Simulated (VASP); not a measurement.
# TiSi16 (a cell with a defect) in VASP: further runs

TiSi16 (a cell with a defect) is run at these levels: PBE; tasks: single point.

Everything below comes from runs of VASP 6.6.1. Logs are shortened: lines on timing, memory, paths and dates and some standing lists are left out, and cuts for length are marked.

**1. The cell of the first run**

The cell holds a defect, 17 atoms: a = 7.679 Å, b = 7.679 Å, c = 7.679 Å, α = 60.00°, β = 60.00°, γ = 60.00°.

**2. Single point, PBE**

Input file INCAR:

```
ALGO = Normal
EDIFF = 1E-7
ENCUT = 520
GGA = PE
ISIF = 2
ISMEAR = -1
LASPH = True
LCHARG = False
LREAL = Auto
LWAVE = False
NBANDS = 52
NELM = 100
PREC = Accurate
SIGMA = 0.02
```

Input file KPOINTS:

```
k-points
0
Gamma
  2 2 2
```

Input file POSCAR:

```
TiSi16
1.0
    0.0000000000      5.4300000000      5.4300000000
    5.4300000000      0.0000000000      5.4300000000
    5.4300000000      5.4300000000      0.0000000000
Si Ti
16 1
Direct
    0.0218692449      0.0127532228     -0.0562154696
    0.1206906077      0.1326795580      0.0812430939
   -0.0143738490      0.0132688766      0.4752209945
    0.1086372007      0.1660957643      0.5736832413
   -0.0232872928      0.4986279926     -0.0229005525
    0.0679926335      0.6431123389      0.1252302026
   -0.0519705341      0.5269060773      0.4916942910
    0.1021454880      0.6320902394      0.5974677716
    0.4873388582      0.0061418048     -0.0101565378
    0.6391620626      0.1282596685      0.0823112339
    0.4712891344      0.0340515654      0.4820810313
    0.5995856354      0.1529005525      0.6336187845
    0.4467955801      0.5028176796     -0.0079926335
    0.5928821363      0.6488674033      0.0721270718
    0.4788950276      0.5288950276      0.4623020258
    0.5776243094      0.6644014733      0.6056353591
    0.7051012891      0.2745672192      0.2303683241
```

Potentials or basis: VASP PAW PBE potentials, release 64 (Si, Ti_sv).

Run with:

```bash
$ cat potpaw_PBE.64/Si/POTCAR potpaw_PBE.64/Ti_sv/POTCAR > POTCAR
$ mpirun -np 1 vasp_std > vasp.out
```

OUTCAR:

```text
EDIFF = 1E-7
   ENCUT = 520
   GGA = PE
   ISIF = 2
   ISMEAR = -1
   LASPH = True
   LREAL = Auto
   NELM = 100
   PREC = Accurate

 ion  position               nearest neighbor table
   1  0.022  0.013  0.944-   2 2.24   4 2.33   6 2.38  10 2.40  17 3.00
   2  0.121  0.133  0.081-   1 2.24   5 2.30   9 2.31   3 2.47  17 2.61
   3  0.986  0.013  0.475-   4 2.36   8 2.39  12 2.44   2 2.47  17 2.86
   4  0.109  0.166  0.574-  11 2.28   7 2.28   1 2.33   3 2.36
   5  0.977  0.499  0.977-   2 2.30   8 2.38  14 2.42   6 2.42  17 2.70
   6  0.068  0.643  0.125-   7 2.30   1 2.38  13 2.38   5 2.42
   7  0.948  0.527  0.492-   4 2.28   6 2.30   8 2.30  16 2.32
   8  0.102  0.632  0.597-   7 2.30  15 2.37   5 2.38   3 2.39
   9  0.487  0.006  0.990-  12 2.24  14 2.27  10 2.31   2 2.31
  10  0.639  0.128  0.082-  17 2.29   9 2.31  13 2.39   1 2.40  11 2.52
  11  0.471  0.034  0.482-   4 2.28  16 2.32  12 2.50  10 2.52  17 2.58
  12  0.600  0.153  0.634-   9 2.24  15 2.38   3 2.44  11 2.50  17 2.54
  13  0.447  0.503  0.992-  14 2.35   6 2.38  10 2.39  16 2.44  17 2.70
  14  0.593  0.649  0.072-   9 2.27  13 2.35  17 2.36   5 2.42  15 2.45
  15  0.479  0.529  0.462-   8 2.37  16 2.37  12 2.38  14 2.45  17 2.64
  16  0.578  0.664  0.606-  11 2.32   7 2.32  15 2.37  13 2.44
  17  0.705  0.275  0.230-  10 2.29  14 2.36  12 2.54  11 2.58   2 2.61  15 2.64   5 2.70  13 2.70
                             3 2.86   1 3.00

  LATTYP: Found a face centered cubic cell.
 ALAT       =    10.8600000000

  Lattice vectors:

 A1 = (   0.0000000000,   5.4300000000,   5.4300000000)
 A2 = (   5.4300000000,   0.0000000000,   5.4300000000)
 A3 = (   5.4300000000,   5.4300000000,   0.0000000000)

Analysis of symmetry for initial positions (statically):
=====================================================================
 Subroutine PRICEL returns:
 Original cell was already a primitive cell.

 Routine SETGRP: Setting up the symmetry group for a
 face centered cubic supercell.

 Subroutine GETGRP returns: Found  1 space group operations
 (whereof  1 operations were pure point group operations)
 out of a pool of 48 trial point group operations.

The static configuration has the point symmetry C_1 .

Analysis of symmetry for dynamics (positions and initial velocities):
=====================================================================
 Subroutine PRICEL returns:
 Original cell was already a primitive cell.

 Routine SETGRP: Setting up the symmetry group for a
 face centered cubic supercell.

 Subroutine GETGRP returns: Found  1 space group operations
 (whereof  1 operations were pure point group operations)
 out of a pool of 48 trial point group operations.

The dynamic configuration has the point symmetry C_1 .

 Subroutine INISYM returns: Found  1 space group operations
 (whereof  1 operations are pure point group operations),
 and found     1 'primitive' translations

----------------------------------------------------------------------------------------

                                     Primitive cell

  volume of cell :     320.2060

  direct lattice vectors                    reciprocal lattice vectors
     0.000000000  5.430000000  5.430000000    -0.092081031  0.092081031  0.092081031
     5.430000000  0.000000000  5.430000000     0.092081031 -0.092081031  0.092081031
     5.430000000  5.430000000  0.000000000     0.092081031  0.092081031 -0.092081031

  length of vectors
     7.679179644  7.679179644  7.679179644     0.159489025  0.159489025  0.159489025

  position of ions in fractional coordinates (direct lattice)
     0.021869245  0.012753223  0.943784530
     0.120690608  0.132679558  0.081243094
     0.985626151  0.013268877  0.475220994
     0.108637201  0.166095764  0.573683241
     0.976712707  0.498627993  0.977099448
     0.067992633  0.643112339  0.125230203
[... 9 lines left out ...]
     0.577624309  0.664401473  0.605635359
     0.705101289  0.274567219  0.230368324

  ion indices of the primitive-cell ions
   primitive index   ion index
                 1           1
                 2           2
                 3           3
                 4           4
                 5           5
                 6           6
[... 9 lines left out ...]
                16          16
                17          17

----------------------------------------------------------------------------------------

 KPOINTS: k-points

Automatic generation of k-mesh.
 Grid dimensions read from file:
 generate k-points for:    2    2    2

 Generating k-lattice:

  Cartesian coordinates                     Fractional coordinates (reciprocal lattice)
    -0.046040516  0.046040516  0.046040516     0.500000000  0.000000000  0.000000000
     0.046040516 -0.046040516  0.046040516     0.000000000  0.500000000  0.000000000
     0.046040516  0.046040516 -0.046040516     0.000000000  0.000000000  0.500000000

  Length of vectors
     0.079744512  0.079744512  0.079744512

  Shift w.r.t. Gamma in fractional coordinates (k-lattice)
     0.000000000  0.000000000  0.000000000

 Subroutine IBZKPT returns following result:
 ===========================================

 Found      8 irreducible k-points:

 Following reciprocal coordinates:
            Coordinates               Weight
  0.000000  0.000000  0.000000      1.000000
  0.500000  0.000000  0.000000      1.000000
  0.000000  0.500000  0.000000      1.000000
  0.000000  0.000000  0.500000      1.000000
  0.500000  0.500000  0.500000      1.000000
  0.500000  0.500000  0.000000      1.000000
  0.000000  0.500000  0.500000      1.000000
  0.500000  0.000000  0.500000      1.000000
   k-points           NKPTS =      8   k-points in BZ     NKDIM =      8   number of bands    NBANDS=     52
   number of dos      NEDOS =    301   number of ions     NIONS =     17
   total plane-waves  NPLWV = 216000
   dimension x,y,z NGX =    60 NGY =   60 NGZ =   60
   dimension x,y,z NGXF=   120 NGYF=  120 NGZF=  120
   ions per type =              16   1
   NGX,Y,Z   is equivalent  to a cutoff of  12.99, 12.99, 12.99 a.u.
   NGXF,Y,Z  is equivalent  to a cutoff of  25.98, 25.98, 25.98 a.u.
 SYSTEM =  unknown system
   PREC   = accura    normal or accurate (medium, high low for compatibility)
   ISTART =      0    job   : 0-new  1-cont  2-samecut
   ICHARG =      2    charge: 1-file 2-atom 10-const
   ISPIN  =      1    spin polarized calculation?
   LNONCOLLINEAR =      F non collinear calculations
   LSORBIT =      F    spin-orbit coupling
   LASPH  =      T    aspherical Exc in radial PAW
   ENCUT  =  520.0 eV  38.22 Ry    6.18 a.u.  14.28 14.28 14.28*2*pi/ulx,y,z
   NELM   =    100;   NELMIN=  2; NELMDL= -5     # of ELM steps
   EDIFF  = 0.1E-06   stopping-criterion for ELM
   LREAL  =      T    real-space projection
   EDIFFG = 0.1E-05   stopping-criterion for IOM
   NSW    =      0    number of steps for IOM
   IBRION =     -1    ionic relax: 0-MD 1-quasi-New 2-CG
   NFREE  =      0    steps in history (QN), initial steepest desc. (CG)
   ISIF   =      2    stress and relaxation
   ISYM   =      2    0-nonsym 1-usesym 2-fastsym
   POTIM  = 0.5000    time-step for ionic-motion
   TEBEG  =    0.0;   TEEND  =   0.0 temperature during run
   PSTRESS=    0.0 pullay stress
   NELECT =      76.0000    total number of electrons
   NUPDOWN=      -1.0000    fix difference up-down
   EMIN   =  10.00;   EMAX   =-10.00  energy-range for DOS
   EFERMI =   0.00;   METHOD = LEGACY
   ISMEAR =    -1;   SIGMA  =   0.02  broadening in eV -4-tet -1-fermi 0-gaus
   EFERMI_NEDOS =   21; number of points for ismear=-14 and -15
   IALGO  =     38    algorithm
   IMIX   =      4    mixing-type and parameters
     AMIX     =   0.40;   BMIX     =  1.00
     AMIX_MAG =   1.60;   BMIX_MAG =  1.00
  volume/ion in A,a.u.               =      18.84       127.11
  Fermi-wavevector in a.u.,A,eV,Ry     =   1.013607  1.915439 13.978610  1.027399
  Thomas-Fermi vector in A             =   2.146786
   LORBIT       =      0    0 simple, 1 ext, 2 COOP (PROOUT), +10 PAW based schemes
   GGA     = PE    functional components
   LHFCALC =     F    Hartree Fock is set to
   AEXX    =    0.0000 exact exchange contribution
   IVDW    =     0    specifies the selected vdW correction
   LEPSILON=     F    determine dielectric tensor
   LRPA    =     F    only Hartree local field effects (RPA)
 non-spin polarized calculation
  energy-cutoff  :      520.00
  volume of cell :      320.21
 maximum number of plane-waves:      8646
 NGX is ok and might be reduce to    60
   NGX = 29   NGY = 29   NGZ = 29

 number of electron      76.0000001 magnetization

 Free energy of the ion-electron system (eV)
  ---------------------------------------------------
  ext. energy  EPLUGINS =         0.00000000
  ---------------------------------------------------
  free energy    TOTEN  =       -91.34750891 eV

  energy without entropy =      -91.32880233  energy(sigma->0) =      -91.33815562

 E-fermi :   6.8996     XC(G=0):  -9.7638

 val. band max:        6.8942881607   @ k =   0.5000   0.0000   0.0000
 cond. band min:       6.9076726132   @ k =   0.5000   0.5000   0.5000
 fundamental gap:      0.0133844526
 Fermi energy:         6.8996389409

 k-point     1 :       0.0000    0.0000    0.0000
  band No.  band energies     occupation
      1     -49.7787      2.00000
      2     -26.2048      2.00000
      3     -26.1478      2.00000
      4     -26.1190      2.00000
      5      -5.7122      2.00000
      6      -3.5879      2.00000
[... 42 lines left out ...]
     49       8.3830      0.00000
     50       8.4746      0.00000

 k-point     2 :       0.5000    0.0000    0.0000
  band No.  band energies     occupation
      1     -49.7787      2.00000
      2     -26.2048      2.00000
      3     -26.1479      2.00000
      4     -26.1190      2.00000
      5      -4.9467      2.00000
      6      -4.8747      2.00000
[... 42 lines left out ...]
     49       9.4698      0.00000
     50       9.7759      0.00000

 k-point     3 :       0.0000    0.5000    0.0000
  band No.  band energies     occupation
      1     -49.7787      2.00000
      2     -26.2048      2.00000
      3     -26.1479      2.00000
      4     -26.1190      2.00000
      5      -5.0227      2.00000
      6      -4.7621      2.00000
[... 42 lines left out ...]
     49       9.3775      0.00000
     50       9.8648      0.00000

 k-point     4 :       0.0000    0.0000    0.5000
  band No.  band energies     occupation
      1     -49.7787      2.00000
      2     -26.2048      2.00000
      3     -26.1479      2.00000
      4     -26.1190      2.00000
      5      -5.0340      2.00000
      6      -4.7754      2.00000
[... 42 lines left out ...]
     49       9.3619      0.00000
     50       9.8169      0.00000

 k-point     5 :       0.5000    0.5000    0.5000
  band No.  band energies     occupation
      1     -49.7787      2.00000
      2     -26.2048      2.00000
      3     -26.1479      2.00000
      4     -26.1190      2.00000
      5      -5.0076      2.00000
      6      -4.7972      2.00000
[... 42 lines left out ...]
     49       9.4300      0.00000
     50       9.8098      0.00000

 k-point     6 :       0.5000    0.5000    0.0000
  band No.  band energies     occupation
      1     -49.7787      2.00000
      2     -26.2048      2.00000
      3     -26.1478      2.00000
      4     -26.1190      2.00000
      5      -4.7456      2.00000
      6      -4.5241      2.00000
[... 42 lines left out ...]
     49       9.8757      0.00000
     50      10.4890      0.00000

 k-point     7 :       0.0000    0.5000    0.5000
  band No.  band energies     occupation
      1     -49.7787      2.00000
      2     -26.2048      2.00000
      3     -26.1478      2.00000
      4     -26.1190      2.00000
      5      -4.7576      2.00000
      6      -4.5098      2.00000
[... 42 lines left out ...]
     49       9.8505      0.00000
     50      10.3169      0.00000

 k-point     8 :       0.5000    0.0000    0.5000
  band No.  band energies     occupation
      1     -49.7787      2.00000
      2     -26.2048      2.00000
      3     -26.1478      2.00000
      4     -26.1190      2.00000
      5      -4.6673      2.00000
      6      -4.6199      2.00000
[... 42 lines left out ...]
     49       9.8297      0.00000
     50      10.4151      0.00000
 [bands above 50 left out]

------------------------ aborting loop because EDIFF is reached ----------------------------------------

  FORCE on cell =-STRESS in cart. coord.  units (eV):
  Direction    XX          YY          ZZ          XY          YZ          ZX
  --------------------------------------------------------------------------------------
  -------------------------------------------------------------------------------------
  Total        7.3836298      8.0301421      8.6241633     -0.7284502     -0.0033012      3.1514583
  in kB       36.9446036     40.1794815     43.1517156     -3.6448610     -0.0165176     15.7685827
  external PRESSURE =      40.0919336 kB  Pullay stress =       0.0000000 kB

 VOLUME and BASIS-vectors are now :
 -----------------------------------------------------------------------------
  energy-cutoff  :      520.00
  volume of cell :      320.21
      direct lattice vectors                 reciprocal lattice vectors
     0.000000000  5.430000000  5.430000000    -0.092081031  0.092081031  0.092081031
     5.430000000  0.000000000  5.430000000     0.092081031 -0.092081031  0.092081031
     5.430000000  5.430000000  0.000000000     0.092081031  0.092081031 -0.092081031

 POSITION                                       TOTAL-FORCE (eV/Angst)
 -----------------------------------------------------------------------------------
      5.19400      5.24350      0.18800        -0.271814     -0.438879     -1.116706
      1.16160      1.09650      1.37580         0.834810      0.957820     -0.132916
      2.65250      7.93240      5.42400        -0.005019     -0.313290     -0.271780
      4.01700      3.70500      1.49180        -0.190914     -0.049136     -0.825654
      8.01320     10.60920      8.01110         0.624012     -0.245957      1.061094
      4.17210      1.04920      3.86130        -0.944373     -0.404994      0.528002
[... 9 lines left out ...]
      6.89630      6.42510      6.74420        -0.085581      0.459365     -0.787022
      2.74180      5.07960      5.31960        -0.396095      2.047708      0.850583
 -----------------------------------------------------------------------------------
    total drift:                               -0.011748     -0.005413     -0.000111

  FREE ENERGIE OF THE ION-ELECTRON SYSTEM (eV)
  ---------------------------------------------------
  free  energy   TOTEN  =       -91.3475089119 eV

  energy  without entropy=      -91.3288023309  energy(sigma->0) =      -91.33815562
```

Run time: 3.6 min. Hardware: 1 thread of Intel Xeon Platinum 8488C (Sapphire Rapids), shared host; peak memory 0.5 GiB.

Results:

| Property | Result |
| --- | --- |
| Free energy | -91.3475 eV |
| Pressure | 4.0 GPa |
| Largest force | 2.252 eV/Å |
| Band gap on the k mesh | zero (band 38 reaches 6.91 eV, above the bottom of band 39 at 6.62 eV) |

Forces in eV/Å, atoms in the order of the input:
```
Si  -0.272 -0.439 -1.117
Si   0.835  0.958 -0.133
Si  -0.005 -0.313 -0.272
Si  -0.191 -0.049 -0.826
Si   0.624 -0.246  1.061
Si  -0.944 -0.405  0.528
Si   0.227 -0.272  0.198
Si   0.586  0.237  0.467
Si   0.572  0.300 -0.108
Si  -0.773 -0.810 -1.118
Si  -0.028  0.344  0.565
Si  -1.034 -0.829  0.563
Si  -0.099 -0.893  0.271
Si   0.514 -0.044  0.109
Si   0.470 -0.045 -0.253
Si  -0.086  0.459 -0.787
Ti  -0.396  2.048  0.851
```

Caveat: the k points lie up to 0.50 Å⁻¹ apart.

**3. Single point, PBE**

Input file INCAR:

```
PREC     = Accurate       # precision mode
ENCUT    = 520            # plane-wave cutoff, eV
EDIFF    = 1E-7           # SCF threshold, eV
ISMEAR   = -1             # smearing method
SIGMA    = 0.02           # smearing width, eV
LREAL    = Auto         
LASPH    = T              # aspherical terms in the spheres
NELM     = 100            # most SCF steps
ALGO     = Normal         # electronic algorithm
ISIF     = 2              # what is computed and relaxed
LWAVE    = F              # write WAVECAR
LCHARG   = F              # write CHGCAR
GGA      = PE             # functional
NBANDS   = 52             # bands
```

Input file KPOINTS:

```
regular mesh
0
Gamma
  2 2 2
```

Input file POSCAR:

```
TiSi16
1.0
    0.0000000000      5.4300000000      5.4300000000
    5.4300000000      0.0000000000      5.4300000000
    5.4300000000      5.4300000000      0.0000000000
Si Ti
16 1
Direct
   -0.0362062615     -0.0107182320      0.0453222836
    0.1289779006      0.1794567219      0.1068416206
    0.0006261510      0.0495580110      0.4614732965
    0.1136003683      0.1357734807      0.6364548803
   -0.0329373849      0.5312062615     -0.0435819521
    0.1023388582      0.6285451197      0.0770165746
   -0.0218876611      0.5152394107      0.4373941068
    0.0455156538      0.6965285451      0.5774493554
    0.5323480663      0.0101933702     -0.0599723757
    0.6208195212     -0.0004880295      0.1944475138
    0.4679373849      0.0316574586      0.5464272560
    0.6048802947      0.2194659300      0.6039779006
    0.5061233886      0.4254051565     -0.0370810313
    0.5819797422      0.6377071823      0.0560865562
    0.4025322284      0.6239871087      0.4255709024
    0.5732412523      0.6571639042      0.5815653775
    0.7258931860      0.2518047882      0.2162430939
```

Potentials or basis: VASP PAW PBE potentials, release 64 (Si, Ti_sv).

Run with:

```bash
$ cat potpaw_PBE.64/Si/POTCAR potpaw_PBE.64/Ti_sv/POTCAR > POTCAR
$ mpirun -np 1 vasp_std > vasp.out
```

Run time: 3.9 min. Hardware: 1 thread of Intel Xeon Platinum 8488C (Sapphire Rapids), shared host; peak memory 0.5 GiB.

It converged, with:

- Free energy: -89.0897 eV
- Pressure: 1.9 GPa
- Largest force: 3.154 eV/Å
- Band gap on the k mesh: zero (band 38 reaches 6.73 eV, above the bottom of band 39 at 6.65 eV)

Forces in eV/Å, atoms in the order of the input:
```
Si  -2.450  0.066  1.986
Si  -2.329  0.216  0.363
Si   1.242  0.448 -0.668
Si   1.383 -1.162 -0.731
Si  -0.263 -1.768 -0.380
Si  -0.024  1.411  1.464
Si   1.682  0.662 -1.225
Si  -0.766 -0.109 -1.327
Si   0.851 -0.143 -1.943
Si   0.867 -0.136 -0.583
Si  -1.443  0.769  0.186
Si  -0.412 -1.261  1.050
Si   0.499 -1.148 -0.092
Si   0.820 -0.310  0.569
Si  -1.336  1.132  0.327
Si  -0.138  1.025  0.962
Ti   1.817  0.309  0.039
```

Stress tensor (GPa, compression positive):
```
 1.76  0.12 -0.49
 0.12  1.61 -0.96
-0.49 -0.96  2.26
```

Levels at points of the mesh, in eV from the Fermi level:
```csv
k point,band 36,band 37,band 38,band 39,band 40,band 41
"(0.00, 0.00, 0.00)",-0.55,-0.43,-0.23,-0.08,0.03,0.24
"(0.50, 0.00, 0.00)",-1.00,-0.26,-0.05,0.12,0.44,0.56
"(0.00, 0.50, 0.00)",-0.59,-0.37,-0.11,0.22,0.41,0.63
"(0.00, 0.00, 0.50)",-0.52,-0.21,-0.06,0.11,0.45,0.78
"(0.50, 0.50, 0.50)",-0.59,-0.49,-0.13,0.10,0.29,0.65
"(0.50, 0.50, 0.00)",-0.96,-0.48,-0.12,0.46,0.89,0.95
"(0.00, 0.50, 0.50)",-1.01,-0.57,0.01,0.62,0.84,1.05
"(0.50, 0.00, 0.50)",-0.95,-0.55,-0.01,0.61,0.78,0.95
```

Caveat: the k points lie up to 0.50 Å⁻¹ apart.

(Continued in part 2 of 2.)
